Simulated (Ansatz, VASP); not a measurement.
**Two plane-wave programs on Ni**

File INCAR:

```
SYSTEM = Ni
PREC = Accurate
ENCUT = 520
EDIFF = 1E-7
ISMEAR = -1
SIGMA = 0.05
LREAL = .False.
LASPH = .True.
NELM = 150
ALGO = Normal
ISIF = 2
LWAVE = .False.
LCHARG = .False.
ISPIN = 2
MAGMOM = 0.852 0.852
LORBIT = 11
LMAXMIX = 4
GGA = RP
NBANDS = 21
```

File KPOINTS:

```
regular mesh
0
Gamma
  12 12 12
  0 0 0
```

Contents of POSCAR:

```
Ni
1.0
    0.0000000000      2.6159552831      2.6159552831
    2.6159552831      0.0000000000      2.6159552831
    2.6159552831      2.6159552831      0.0000000000
Ni
2
Direct
    0.1250000000      0.1250000000      0.1250000000
    0.8750000000      0.8750000000      0.8750000000
```

Input for Ansatz:

```yaml
crystal:
  lattice:
    - [0.0, 2.6159552831, 2.6159552831]
    - [2.6159552831, 0.0, 2.6159552831]
    - [2.6159552831, 2.6159552831, 0.0]
  atoms:
    - { symbol: Ni, position: [0.125, 0.125, 0.125], spin: 0.852 }
    - { symbol: Ni, position: [0.875, 0.875, 0.875], spin: 0.852 }
hamiltonian:
  xc: rpbe
  pseudopotentials:
    kind: paw
    azcp:
      Ni: "pseudopotentials/Ni.paw.azcp"
basis:
  ecutwfc: 420
  fft_grid_basis: typed
kpoints:
  mp_grid: { grid: [12, 12, 12], shift: [0, 0, 0] }
magnetization:
  spin_polarized: true
scf:
  occupations: { method: fermi_dirac, width: 0.05 }
  lower_state_search: "off"
output:
  stress: true
  write_density: true
  write_potential: true
  elf: true
  volumetric_format: npy
```

Alike in both runs: task single point; functional RPBE; k mesh 12 × 12 × 12; occupations fermi-dirac, width 0.05 eV; collinear spin.

```csv
,VASP,Ansatz
version,VASP 6.6.1,Ansatz 0.2.0
potentials or method,"VASP PAW PBE potentials, release 64 (Ni), cutoff 520 eV","plane waves (420 eV) with PAW, scalar-relativistic"
valence electrons in the cell,20,36
```

```tsv
	VASP	Ansatz	Ansatz less VASP
pressure (GPa)	-2.7	-2.8	-0.14
net moment per atom (μB)	0.79	0.81	+0.014
size of the moment on the site where the two differ most (μB)	0.81	0.86	+0.048
```

VASP's potentials were made for PBE, not for RPBE. Site moments also hang on the region over which each program counts them. VASP's potentials hold 20 valence electrons a cell and Ansatz's 36, so a difference there can come from the potentials and not from the codes.
